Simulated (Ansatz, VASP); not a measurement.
## One calculation of SnSe, two programs

```
Se Sn
1.0
     3.48266    0.00000    0.00000
     0.00000    3.48266    0.00000
     0.00000    0.00000    3.48266
Se Sn
1 1
Direct
  0.00000 0.00000 0.00000
  0.50000 0.50000 0.50000
```

Alike in both runs: task single point; functional r2SCAN; dispersion D3(BJ); k mesh 10 × 10 × 10; occupations gaussian, width 0.05 eV; no spin polarisation.

|  | VASP | Ansatz |
| --- | --- | --- |
| version | VASP 6.6.1 | Ansatz 0.2.0 |
| potentials or method | VASP PAW PBE potentials, release 64 (Se, Sn_d), cutoff 520 eV | scalar-relativistic, plane waves, PAW |
| valence electrons in the cell | 20 | 30 |

Ansatz gave:

| Property | Result |
| --- | --- |
| gap on the k mesh at the Fermi level (eV) | none |
| pressure (GPa) | 9.2 |

Problem. What did VASP give for the same quantities?

Solution. gap on the k mesh at the Fermi level (eV): none; pressure (GPa): 9.3.

VASP's potentials were made for PBE, not for r2SCAN. A gap of «none» marks a metal or a gap that the smearing closes. VASP's potentials hold 20 valence electrons a cell and Ansatz's 30, so a difference there can come from the potentials and not from the codes. Ansatz's warnings: dispersion damping borrowed.
